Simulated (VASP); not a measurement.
Al16Ru, 17 atoms in the cell. The cell holds a slab with vacuum, 17 atoms: a = 5.728 Å, b = 5.728 Å, c = 18.015 Å, α = 90.00°, β = 90.00°, γ = 60.00°. 

```yaml
Program: VASP 6.6.1
Task: single point
Functional: r2SCAN
Dispersion: D3(BJ)
Potentials_or_basis: VASP PAW PBE potentials, release 64 (Al, Ru_pv)
Cutoff: 520 eV
k_mesh: 3 × 3 × 1
Occupations: gaussian, width 0.15 eV
Spin: no spin polarisation
Dipole_correction: no
Further_INCAR_settings: LREAL = Auto; ALGO = Normal; EDIFF = 1e-07; NBANDS = 45
```

Potentials or basis: VASP PAW PBE potentials, release 64 (Al, Ru_pv).

Run with:

```console
$ cat potpaw_PBE.64/Al/POTCAR potpaw_PBE.64/Ru_pv/POTCAR > POTCAR
$ cp INCAR.step1 INCAR
$ mpirun -np 1 vasp_std > vasp.out
$ cp INCAR.step2 INCAR
$ mpirun -np 1 vasp_std > vasp.out
```

Hardware: 1 thread of Intel(R) Xeon(R) 6975P-C (Granite Rapids), on a shared host.

Task: How long does it take, and how much memory?

Result: It took 11 min on 1 thread of Intel(R) Xeon(R) 6975P-C (Granite Rapids), with other jobs on the host, peak memory 0.76 GiB. Counts: k points 5.
